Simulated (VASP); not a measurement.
**ZrNbN2: single point with LDA**

The system is ZrNbN2.

```
Zr Nb N
1.0
     1.53102    0.88394    5.17270
    -1.53102    0.88394    5.17270
     0.00000   -1.76787    5.17270
Zr Nb N
1 1 2
Direct
  0.50000 0.50000 0.50000
  0.00000 0.00000 0.00000
  0.74922 0.74922 0.74922
  0.25078 0.25078 0.25078
```

```
Program             : VASP 6.6.1
Task                : single point
Functional          : LDA
Potentials or basis : VASP PAW LDA potentials, release 64 (Zr_sv, Nb_sv, N)
Cutoff              : 520 eV
k mesh              : 13 × 13 × 13
Occupations         : methfessel-paxton, width 0.1 eV
Spin                : no spin polarisation
```

```yaml
Pressure: 13.7 GPa
Largest_force: 0.283 eV/Å
```

Forces on the atoms (eV/Å):
```
Zr   0.000  0.000  0.000
Nb   0.000  0.000  0.000
N    0.000  0.000 -0.283
N    0.000  0.000  0.283
```

Stress tensor (GPa, compression positive):
```
17.32  0.00  0.00
 0.00 17.32  0.00
 0.00  0.00  6.56
```

Levels at points of the mesh, in eV from the Fermi level:
```tsv
k point	band 13	band 14	band 15	band 16	band 17	band 18	band 19	band 20	band 21	band 22
(0.00, 0.00, 0.00)	-6.58	-3.20	-3.02	-3.02	-1.69	-1.25	-1.25	0.76	0.76	2.58
```

It took 6 min on 1 thread of Intel(R) Xeon(R) 6975P-C (Granite Rapids), with other jobs on the host, peak memory 0.39 GiB.
